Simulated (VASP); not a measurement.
Input of a VASP 6.6.1 run:

Contents of INCAR:

```
PREC = Accurate ; ENCUT = 520
EDIFF = 1E-6 ; ISMEAR = 0
SIGMA = 0.1 ; LREAL = False
LASPH = True ; NELM = 150
ALGO = Normal ; ISIF = 2
LWAVE = False ; LCHARG = False
ISPIN = 2 ; MAGMOM = 7 0
LORBIT = 11 ; LMAXMIX = 6
GGA = PS ; NBANDS = 21
```

Contents of KPOINTS:

```
Automatic mesh
0
Gamma
  8 8 8
```

POSCAR

```
GdMg
1.0
    3.8240000000      0.0000000000      0.0000000000
    0.0000000000      3.8240000000      0.0000000000
    0.0000000000      0.0000000000      3.8240000000
Gd Mg
1 1
Direct
    0.0000000000      0.0000000000      0.0000000000
    0.5000000000      0.5000000000      0.5000000000
```

Potentials or basis: VASP PAW PBE potentials, release 64 (Gd, Mg).

Run with:

```bash
$ cat potpaw_PBE.64/Gd/POTCAR potpaw_PBE.64/Mg/POTCAR > POTCAR
$ mpirun -np 1 vasp_std > vasp.out
```

(1) Estimate the net moment.

(2) Predict the pressure.

Answers

(1) 7.57 μB per cell.

(2) -1.3 GPa.

Caveat: the PAW data sets were made with another functional, which shifts forces and pressure a little.
